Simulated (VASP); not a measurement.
# TaN in VASP: a series of runs

The runs below take TaN through single point, with r2SCAN, PBE, PBEsol.

All numbers are computed with VASP 6.6.1; they aren't measurements. Logs are shortened: lines on timing, memory, paths and dates and some standing lists are left out, and cuts for length are marked.

### 1 The cell of the first run

Symmetry: Fm-3m, No. 225, cubic system. The conventional cell has a = 4.423 Å, b = 4.423 Å, c = 4.423 Å, α = 90.00°, β = 90.00°, γ = 90.00°. Within 2.9 Å of Ta (site symmetry m-3m) lie 6 N at 2.21 Å. N (site symmetry m-3m) has 6 Ta at 2.21 Å within 2.9 Å.

### 2 Single point, r2SCAN

File POSCAR:

```
TaN
1.0
    0.0000000000      2.2113230000      2.2113230000
    2.2113230000      0.0000000000      2.2113230000
    2.2113230000      2.2113230000      0.0000000000
Ta N
1 1
Direct
    0.5000000000      0.5000000000      0.5000000000
    0.0000000000      0.0000000000      0.0000000000
```

File INCAR.step1:

```
SYSTEM = TaN
PREC = Accurate
ENCUT = 520
ISMEAR = -1
SIGMA = 0.05
LREAL = .False.
LASPH = .True.
NELM = 80
NBANDS = 15
GGA = PE
ALGO = Normal
EDIFF = 1E-4
LWAVE = .True.
LCHARG = .False.
```

File INCAR.step2:

```
SYSTEM = TaN
PREC = Accurate
ENCUT = 520
EDIFF = 1E-6
ISMEAR = -1
SIGMA = 0.05
LREAL = .False.
LASPH = .True.
NELM = 80
ALGO = Normal
ISIF = 2
LWAVE = .False.
LCHARG = .False.
METAGGA = R2SCAN
LMIXTAU = .True.
NBANDS = 15
ISTART = 1
```

File KPOINTS:

```
Automatic mesh
0
Gamma
  6 6 6
  0 0 0
```

Potentials or basis: VASP PAW PBE potentials, release 64 (Ta_pv, N).

The run is started by

```bash
$ cat potpaw_PBE.64/Ta_pv/POTCAR potpaw_PBE.64/N/POTCAR > POTCAR
$ cp INCAR.step1 INCAR
$ mpirun -np 1 vasp_std > vasp.out
$ cp INCAR.step2 INCAR
$ mpirun -np 1 vasp_std > vasp.out
```

OUTCAR:

```text
SYSTEM = TaN
   PREC = Accurate
   ENCUT = 520
   EDIFF = 1E-6
   ISMEAR = -1
   LREAL = .False.
   LASPH = .True.
   NELM = 80
   ISIF = 2
   METAGGA = R2SCAN
   ISTART = 1

 ion  position               nearest neighbor table
   1  0.500  0.500  0.500-   2 2.21   2 2.21   2 2.21   2 2.21   2 2.21   2 2.21
   2  0.000  0.000  0.000-   1 2.21   1 2.21   1 2.21   1 2.21   1 2.21   1 2.21

  LATTYP: Found a face centered cubic cell.
 ALAT       =     4.4226460000

  Lattice vectors:

 A1 = (   0.0000000000,   2.2113230000,   2.2113230000)
 A2 = (   2.2113230000,   0.0000000000,   2.2113230000)
 A3 = (   2.2113230000,   2.2113230000,   0.0000000000)

Analysis of symmetry for initial positions (statically):
=====================================================================
 Subroutine PRICEL returns:
 Original cell was already a primitive cell.

 Routine SETGRP: Setting up the symmetry group for a
 face centered cubic supercell.

 Subroutine GETGRP returns: Found 48 space group operations
 (whereof 48 operations were pure point group operations)
 out of a pool of 48 trial point group operations.

The static configuration has the point symmetry O_h .

Analysis of symmetry for dynamics (positions and initial velocities):
=====================================================================
 Subroutine PRICEL returns:
 Original cell was already a primitive cell.

 Routine SETGRP: Setting up the symmetry group for a
 face centered cubic supercell.

 Subroutine GETGRP returns: Found 48 space group operations
 (whereof 48 operations were pure point group operations)
 out of a pool of 48 trial point group operations.

The dynamic configuration has the point symmetry O_h .

 Subroutine INISYM returns: Found 48 space group operations
 (whereof 48 operations are pure point group operations),
 and found     1 'primitive' translations

----------------------------------------------------------------------------------------

                                     Primitive cell

  volume of cell :      21.6265

  direct lattice vectors                    reciprocal lattice vectors
     0.000000000  2.211323000  2.211323000    -0.226108985  0.226108985  0.226108985
     2.211323000  0.000000000  2.211323000     0.226108985 -0.226108985  0.226108985
     2.211323000  2.211323000  0.000000000     0.226108985  0.226108985 -0.226108985

  length of vectors
     3.127282977  3.127282977  3.127282977     0.391632251  0.391632251  0.391632251

  position of ions in fractional coordinates (direct lattice)
     0.500000000  0.500000000  0.500000000
     0.000000000  0.000000000  0.000000000

  ion indices of the primitive-cell ions
   primitive index   ion index
                 1           1
                 2           2

----------------------------------------------------------------------------------------

 KPOINTS: Automatic mesh

Automatic generation of k-mesh.
 Grid dimensions read from file:
 generate k-points for:    6    6    6

 Generating k-lattice:

  Cartesian coordinates                     Fractional coordinates (reciprocal lattice)
    -0.037684831  0.037684831  0.037684831     0.166666667  0.000000000  0.000000000
     0.037684831 -0.037684831  0.037684831     0.000000000  0.166666667  0.000000000
     0.037684831  0.037684831 -0.037684831     0.000000000  0.000000000  0.166666667

  Length of vectors
     0.065272042  0.065272042  0.065272042

  Shift w.r.t. Gamma in fractional coordinates (k-lattice)
     0.000000000  0.000000000  0.000000000

 Subroutine IBZKPT returns following result:
 ===========================================

 Found     16 irreducible k-points:

 Following reciprocal coordinates:
            Coordinates               Weight
  0.000000  0.000000  0.000000      1.000000
  0.166667  0.000000  0.000000      8.000000
  0.333333  0.000000  0.000000      8.000000
  0.500000  0.000000  0.000000      4.000000
  0.166667  0.166667  0.000000      6.000000
  0.333333  0.166667  0.000000     24.000000
[... 8 lines left out ...]
 -0.333333  0.333333  0.166667     24.000000
 -0.333333  0.500000  0.166667     12.000000
   k-points           NKPTS =     16   k-points in BZ     NKDIM =     16   number of bands    NBANDS=     15
   number of dos      NEDOS =    301   number of ions     NIONS =      2
   total plane-waves  NPLWV =  13824
   dimension x,y,z NGX =    24 NGY =   24 NGZ =   24
   dimension x,y,z NGXF=    48 NGYF=   48 NGZF=   48
   ions per type =               1   1
   NGX,Y,Z   is equivalent  to a cutoff of  12.76, 12.76, 12.76 a.u.
   NGXF,Y,Z  is equivalent  to a cutoff of  25.52, 25.52, 25.52 a.u.
 SYSTEM =  TaN
   PREC   = accura    normal or accurate (medium, high low for compatibility)
   ISTART =      1    job   : 0-new  1-cont  2-samecut
   ICHARG =      0    charge: 1-file 2-atom 10-const
   ISPIN  =      1    spin polarized calculation?
   LNONCOLLINEAR =      F non collinear calculations
   LSORBIT =      F    spin-orbit coupling
   LASPH  =      T    aspherical Exc in radial PAW
   ENCUT  =  520.0 eV  38.22 Ry    6.18 a.u.   5.81  5.81  5.81*2*pi/ulx,y,z
   NELM   =     80;   NELMIN=  2; NELMDL=  0     # of ELM steps
   EDIFF  = 0.1E-05   stopping-criterion for ELM
   LREAL  =      F    real-space projection
   EDIFFG = 0.1E-04   stopping-criterion for IOM
   NSW    =      0    number of steps for IOM
   IBRION =     -1    ionic relax: 0-MD 1-quasi-New 2-CG
   NFREE  =      0    steps in history (QN), initial steepest desc. (CG)
   ISIF   =      2    stress and relaxation
   ISYM   =      2    0-nonsym 1-usesym 2-fastsym
   POTIM  = 0.5000    time-step for ionic-motion
   TEBEG  =    0.0;   TEEND  =   0.0 temperature during run
   PSTRESS=    0.0 pullay stress
   NELECT =      16.0000    total number of electrons
   NUPDOWN=      -1.0000    fix difference up-down
   EMIN   =  10.00;   EMAX   =-10.00  energy-range for DOS
   EFERMI =   0.00;   METHOD = LEGACY
   ISMEAR =    -1;   SIGMA  =   0.05  broadening in eV -4-tet -1-fermi 0-gaus
   EFERMI_NEDOS =   21; number of points for ismear=-14 and -15
   IALGO  =     38    algorithm
   IMIX   =      4    mixing-type and parameters
     AMIX     =   0.40;   BMIX     =  1.00
     AMIX_MAG =   1.60;   BMIX_MAG =  1.00
  volume/ion in A,a.u.               =      10.81        72.97
  Fermi-wavevector in a.u.,A,eV,Ry     =   1.480651  2.798024 29.828417  2.192327
  Thomas-Fermi vector in A             =   2.594659
   LORBIT       =      0    0 simple, 1 ext, 2 COOP (PROOUT), +10 PAW based schemes
   METAGGA = R2SCAN    functional components
   LHFCALC =     F    Hartree Fock is set to
   AEXX    =    0.0000 exact exchange contribution
   IVDW    =     0    specifies the selected vdW correction
   LEPSILON=     F    determine dielectric tensor
   LRPA    =     F    only Hartree local field effects (RPA)
 non-spin polarized calculation
  energy-cutoff  :      520.00
  volume of cell :       21.63
 maximum number of plane-waves:       589
   NGX = 11   NGY = 11   NGZ = 11

 number of electron      16.0000003 magnetization

 Free energy of the ion-electron system (eV)
  ---------------------------------------------------
  ext. energy  EPLUGINS =         0.00000000
  ---------------------------------------------------
  free energy    TOTEN  =       -59.56516475 eV

  energy without entropy =      -59.55262693  energy(sigma->0) =      -59.55889584

 E-fermi :   9.4594     XC(G=0): -14.3500

 val. band max:        9.3414260713   @ k =  -0.3333   0.3333   0.1667
 cond. band min:       9.5027547300   @ k =   0.3333   0.0000   0.0000
 fundamental gap:      0.1613286587
 Fermi energy:         9.4593626242

 k-point     1 :       0.0000    0.0000    0.0000
  band No.  band energies     occupation
      1     -27.7751      2.00000
      2     -27.7751      2.00000
      3     -27.7751      2.00000
      4     -10.4392      2.00000
      5       5.3414      2.00000
      6       5.3414      2.00000
      7       5.3414      2.00000
      8       7.3030      2.00000
      9       7.3030      2.00000
     10       7.3030      2.00000
     11       9.5458      0.30163
     12       9.5458      0.30163
     13      11.0500      0.00000
     14      18.9160      0.00000
     15      19.3615      0.00000

 k-point     2 :       0.1667    0.0000    0.0000
  band No.  band energies     occupation
      1     -27.9932      2.00000
      2     -27.7947      2.00000
      3     -27.7947      2.00000
      4      -9.8153      2.00000
      5       3.0027      2.00000
      6       3.8043      2.00000
      7       3.8043      2.00000
      8       8.0830      2.00000
      9       8.1636      2.00000
     10       8.1636      2.00000
     11      11.6800      0.00000
     12      11.6800      0.00000
     13      12.7658      0.00000
     14      18.9156      0.00000
     15      21.1638      0.00000

 k-point     3 :       0.3333    0.0000    0.0000
  band No.  band energies     occupation
      1     -28.4041      2.00000
      2     -27.8336      2.00000
      3     -27.8336      2.00000
      4      -8.4068      2.00000
      5       0.0877      2.00000
      6       2.1570      2.00000
      7       2.1570      2.00000
      8       9.5028      0.59141
      9      10.0222      0.00003
     10      10.0222      0.00003
     11      14.6529      0.00000
     12      15.1087      0.00000
     13      15.1087      0.00000
     14      18.9127      0.00000
     15      21.8079      0.00000

 k-point     4 :       0.5000    0.0000    0.0000
  band No.  band energies     occupation
      1     -28.5985      2.00000
      2     -27.8528      2.00000
      3     -27.8528      2.00000
      4      -7.5279      2.00000
      5      -1.2630      2.00000
      6       1.5625      2.00000
      7       1.5625      2.00000
      8      11.2866      0.00000
      9      11.2866      0.00000
     10      11.4317      0.00000
     11      13.4349      0.00000
     12      17.0658      0.00000
     13      17.0658      0.00000
     14      18.9104      0.00000
     15      21.5926      0.00000
[... 163 lines left out ...]
 k-point    14 :       0.5000    0.3333    0.1667
  band No.  band energies     occupation
      1     -28.3642      2.00000
      2     -28.0768      2.00000
      3     -27.9291      2.00000
      4      -8.4949      2.00000
      5       0.5889      2.00000
      6       2.4055      2.00000
      7       2.6709      2.00000
      8       7.6255      2.00000
      9      11.4637      0.00000
     10      11.8814      0.00000
     11      12.4655      0.00000
     12      15.3133      0.00000
     13      18.1910      0.00000
     14      18.9121      0.00000
     15      20.5268      0.00000

 k-point    15 :      -0.3333    0.3333    0.1667
  band No.  band energies     occupation
      1     -28.3852      2.00000
      2     -28.1604      2.00000
      3     -27.9767      2.00000
      4      -8.3324      2.00000
      5       0.6688      2.00000
      6       2.1744      2.00000
      7       2.3374      2.00000
      8       9.3414      1.82725
      9       9.5746      0.18150
     10      12.3970      0.00000
     11      14.0979      0.00000
     12      15.0567      0.00000
     13      18.9038      0.00000
     14      19.5839      0.00000
     15      19.9703      0.00000

 k-point    16 :      -0.3333    0.5000    0.1667
  band No.  band energies     occupation
      1     -28.3639      2.00000
      2     -28.1535      2.00000
      3     -28.0659      2.00000
      4      -8.7470      2.00000
      5       2.2719      2.00000
      6       2.2736      2.00000
      7       2.5739      2.00000
      8       7.3233      2.00000
      9      11.0400      0.00000
     10      12.8713      0.00000
     11      13.0615      0.00000
     12      14.2869      0.00000
     13      18.4762      0.00000
     14      18.9515      0.00000
     15      20.2220      0.00000

------------------------ aborting loop because EDIFF is reached ----------------------------------------

  FORCE on cell =-STRESS in cart. coord.  units (eV):
  Direction    XX          YY          ZZ          XY          YZ          ZX
  --------------------------------------------------------------------------------------
  -------------------------------------------------------------------------------------
  Total       -0.5038676     -0.5038676     -0.5038676     -0.0000000     -0.0000000      0.0000000
  in kB      -37.3284917    -37.3284917    -37.3284917     -0.0000000     -0.0000000      0.0000000
  external PRESSURE =     -37.3284917 kB  Pullay stress =       0.0000000 kB

 VOLUME and BASIS-vectors are now :
 -----------------------------------------------------------------------------
  energy-cutoff  :      520.00
  volume of cell :       21.63
      direct lattice vectors                 reciprocal lattice vectors
     0.000000000  2.211323000  2.211323000    -0.226108985  0.226108985  0.226108985
     2.211323000  0.000000000  2.211323000     0.226108985 -0.226108985  0.226108985
     2.211323000  2.211323000  0.000000000     0.226108985  0.226108985 -0.226108985

 POSITION                                       TOTAL-FORCE (eV/Angst)
 -----------------------------------------------------------------------------------
      2.21132      2.21132      2.21132        -0.000000     -0.000000     -0.000000
      0.00000      0.00000      0.00000         0.000000      0.000000      0.000000
 -----------------------------------------------------------------------------------
    total drift:                                0.000000     -0.000000     -0.000000

  FREE ENERGIE OF THE ION-ELECTRON SYSTEM (eV)
  ---------------------------------------------------
  free  energy   TOTEN  =       -59.5651647474 eV

  energy  without entropy=      -59.5526269262  energy(sigma->0) =      -59.55889584
```

Run time: 11 s. Hardware: 1 thread of Intel Xeon 6975P-C (Granite Rapids), shared host; peak memory 0.14 GiB.

What came out:

```
Free energy            : -59.5652 eV
Pressure               : -3.7 GPa
Band gap on the k mesh : zero (band 8 reaches 11.29 eV, above the bottom of band 9 at 7.30 eV)
```

Levels at points of the mesh, in eV from the Fermi level:
```tsv
k point	band 4	band 5	band 6	band 7	band 8	band 9	band 10	band 11	band 12	band 13
(0.00, 0.00, 0.00)	-19.90	-4.12	-4.12	-4.12	-2.16	-2.16	-2.16	0.09	0.09	1.59
(0.50, 0.00, 0.00)	-16.99	-10.72	-7.90	-7.90	1.83	1.83	1.97	3.98	7.61	7.61
(0.50, 0.50, 0.00)	-18.67	-7.08	-5.55	-4.98	-4.98	2.11	3.40	3.40	4.50	7.14
```

Caveat: the k points lie up to 0.41 Å⁻¹ apart; the PAW data sets were made with another functional, which shifts forces and pressure a little; spin-orbit coupling is left out, which moves the levels of the heavy elements.

(Part 1 of 2 ends here.)
